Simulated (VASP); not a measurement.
**SiC2: single point with PBE-based screened hybrid**

SiC2:

```
Si C
1.0
     2.46491    0.00000    0.00000
    -1.23245    2.13467    0.00000
     0.00000    0.00000    7.12745
Si C
1 2
Cartesian
  0.0000 0.0000 0.0000
  0.0000 1.4231 3.5637
  1.2325 0.7115 3.5637
```

```json
{
  "Program": "VASP 6.6.1",
  "Task": "single point",
  "Functional": "PBE-based screened hybrid",
  "Potentials or basis": "VASP PAW PBE potentials, release 64 (Si, C)",
  "Cutoff": "520 eV",
  "k mesh": "6 × 6 × 2",
  "Occupations": "fermi-dirac, width 0.05 eV",
  "Spin": "no spin polarisation"
}
```

```yaml
Pressure: -0.8 GPa
Largest_force: 0.007 eV/Å
Band_gap_on_the_k_mesh: zero (band 6 reaches 5.21 eV, above the bottom of band 7 at 5.14 eV)
```

Forces in eV/Å, atoms in the order of the input:
```
Si   0.000  0.000  0.000
C   -0.006  0.004  0.000
C    0.006 -0.004  0.000
```

Stress tensor (GPa, compression positive):
```
-2.44 -0.03  0.00
-0.03 -2.47  0.00
 0.00  0.00  2.63
```

Levels at points of the mesh, in eV from the Fermi level:
```csv
k point,band 4,band 5,band 6,band 7,band 8,band 9
"(0.00, 0.00, 0.00)",-4.04,-4.04,-3.83,3.59,9.24,9.25
"(0.50, 0.00, 0.00)",-6.01,-4.84,-2.95,1.51,4.29,5.77
"(0.50, 0.50, 0.00)",-6.01,-4.84,-2.95,1.51,4.30,5.77
"(0.00, 0.00, 0.50)",-4.52,-4.04,-4.04,5.69,8.48,9.25
"(0.50, 0.00, 0.50)",-6.06,-4.87,-2.83,2.09,3.42,5.29
"(0.50, 0.50, 0.50)",-6.06,-4.87,-2.83,2.09,3.42,5.29
```

Run time: 8.9 min on 1 thread of Intel(R) Xeon(R) 6975P-C (Granite Rapids) (shared host), peak memory 0.25 GiB.

Caveat: the k points lie up to 0.49 Å⁻¹ apart; the PAW data sets were made with another functional, which shifts forces and pressure a little.
